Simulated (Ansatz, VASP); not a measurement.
# LiF in VASP and in Ansatz

Contents of INCAR:

```
SYSTEM = LiF
ALGO     = Normal         ! electronic algorithm
EDIFF    = 1E-6           ! SCF threshold, eV
ENCUT    = 520            ! plane-wave cutoff, eV
GGA      = PE             ! functional
ISIF     = 2              ! what is computed and relaxed
ISMEAR   = 0              ! smearing method
LASPH    = .True.         ! aspherical terms in the spheres
LCHARG   = .False.        ! write CHGCAR
LREAL    = .False.        ! projectors in reciprocal space
LWAVE    = .False.        ! write WAVECAR
NBANDS   = 42             ! bands
NELM     = 60             ! most SCF steps
PREC     = Accurate       ! precision mode
SIGMA    = 0.1            ! smearing width, eV
```

Contents of KPOINTS:

```
k-points
0
Gamma
  4 4 4
  0 0 0
```

File POSCAR:

```
LiF
1.0
    5.2629891000      0.0000000000      0.0000000000
    2.3227441000      4.9251039000      0.0000000000
    1.9830400000      1.5524565000      4.8796248000
Li F
6 6
Direct
    0.7639140000      0.9936830000      0.1638400000
    0.6312480000      0.3410400000      0.5290950000
    0.2989070000      0.9044960000      0.4842770000
    0.2001430000      0.1455180000      0.8361760000
    0.3710690000      0.6236230000      0.1316940000
    0.8577090000      0.7252540000      0.8372270000
    0.6838980000      0.6648800000      0.2356930000
    0.5069980000      0.8131610000      0.7673340000
    0.0997600000      0.9581970000      0.2196500000
    0.9006600000      0.0866870000      0.7570530000
    0.4545450000      0.2445160000      0.3114650000
    0.2311490000      0.4989450000      0.7264960000
```

Input for Ansatz:

```yaml
crystal:
  lattice:
    - [5.2629891, 0.0, 0.0]
    - [2.3227441, 4.9251039, 0.0]
    - [1.98304, 1.5524565, 4.8796248]
  atoms:
    - { symbol: Li, position: [0.763914, 0.993683, 0.16384] }
    - { symbol: Li, position: [0.631248, 0.34104, 0.529095] }
    - { symbol: Li, position: [0.298907, 0.904496, 0.484277] }
    - { symbol: Li, position: [0.200143, 0.145518, 0.836176] }
    - { symbol: Li, position: [0.371069, 0.623623, 0.131694] }
    - { symbol: Li, position: [0.857709, 0.725254, 0.837227] }
    - { symbol: F, position: [0.683898, 0.66488, 0.235693] }
    - { symbol: F, position: [0.506998, 0.813161, 0.767334] }
    - { symbol: F, position: [0.09976, 0.958197, 0.21965] }
    - { symbol: F, position: [0.90066, 0.086687, 0.757053] }
    - { symbol: F, position: [0.454545, 0.244516, 0.311465] }
    - { symbol: F, position: [0.231149, 0.498945, 0.726496] }
basis:
  ecutwfc: 420
kpoints:
  mp_grid: { grid: [4, 4, 4] }
hamiltonian:
  xc: pbe
scf:
  occupations: { method: gaussian, width: 0.1 }
  lower_state_search: "off"
output:
  forces: true
  stress: true
  eigenvalues: true
```

Alike in both runs: task single point; functional PBE; k mesh 4 × 4 × 4; occupations gaussian, width 0.1 eV; no spin polarisation.

```csv
,VASP,Ansatz
version,VASP 6.6.1,Ansatz 0.2.0
potentials or method,"VASP PAW PBE potentials, release 64 (Li_sv, F), cutoff 520 eV","scalar-relativistic, plane waves, PAW"
valence electrons in the cell,60,60
```

|  | VASP | Ansatz | Ansatz less VASP |
| --- | --- | --- | --- |
| gap on the k mesh at the Fermi level (eV) | 7.12 | 7.13 | +0.009 |
| least direct gap on the mesh (eV) | 7.12 | 7.13 | +0.009 |
| rms of the force components (eV/Å) | 0.008 | 0.002 | -0.0063 |

Atom by atom the forces differ by 0.008 eV/Å (rms over components). The functional is the same, so the differences come from potentials, cutoffs and numerics.

Noted on VASP's run: the cutoff is under 1.25 times that of the potentials, so the pressure is a little rough.
